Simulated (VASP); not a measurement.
HgTe, 2 atoms in the cell. It takes space group F-43m (No. 216, cubic). Conventional cell: a = 6.447 Å, b = 6.447 Å, c = 6.447 Å, α = 90.00°, β = 90.00°, γ = 90.00°. Hg (site symmetry -43m) has 4 Te at 2.79 Å within 3.7 Å. Within 3.7 Å of Te (site symmetry -43m) lie 4 Hg at 2.79 Å. 

- Program: VASP 6.6.1
- Task: single point
- Functional: PBEsol
- Potentials or basis: VASP PAW PBE potentials, release 64 (Hg, Te)
- Cutoff: 500 eV
- k mesh: 6 × 6 × 6
- Occupations: gaussian, width 0.1 eV
- Spin: no spin polarisation
- Dipole correction: no
- Further INCAR settings: ALGO = Normal; EDIFF = 1e-06; NBANDS = 16

Potentials or basis: VASP PAW PBE potentials, release 64 (Hg, Te).

Run with:

```sh
$ cat potpaw_PBE.64/Hg/POTCAR potpaw_PBE.64/Te/POTCAR > POTCAR
$ mpirun -np 1 vasp_std > vasp.out
```

Hardware: 1 thread of Intel Xeon 8259CL, on a shared host.

Task: Estimate the wall time of this run.

Result: It took 33 s on 1 thread of Intel Xeon 8259CL (shared host), peak memory 0.2 GiB. Counts: scf iterations 13, k points 16.
